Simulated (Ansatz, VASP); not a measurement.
## Ni in VASP and in Ansatz

```xyz
4
Lattice="2.4177 0.0000 0.0000 -1.2089 2.0938 0.0000 0.0000 0.0000 7.9215" Properties=species:S:1:pos:R:3 pbc="T T T"
Ni   -1.2089    2.0938    0.0000
Ni    1.2089    2.0938    3.9607
Ni    0.0000    1.3959    1.9804
Ni    1.2089    0.6979    5.9411
```

Alike in both runs: functional LDA; k mesh 14 × 14 × 4; occupations fermi-dirac, width 0.1 eV; no spin polarisation.

Ansatz relaxed the structure, and its values are those at the end. VASP's run is a single point on that final structure, the one shown.

|  | VASP | Ansatz |
| --- | --- | --- |
| version | VASP 6.6.1 | Ansatz 0.2.0 |
| potentials or method | VASP PAW LDA potentials, release 64 (Ni), cutoff 520 eV | plane waves (420 eV) with PAW, scalar-relativistic |
| valence electrons in the cell | 40 | 72 |

```csv
,VASP,Ansatz,Ansatz less VASP
pressure (GPa),-0.1,0.0,+0.10
```

Ansatz warns that its potentials were made for another functional, while VASP's fit it. LDA's correlation is that of Perdew and Zunger in VASP and of Perdew and Wang (1992) in Ansatz. VASP's potentials hold 40 valence electrons a cell and Ansatz's 72, so a difference there can come from the potentials and not from the codes.
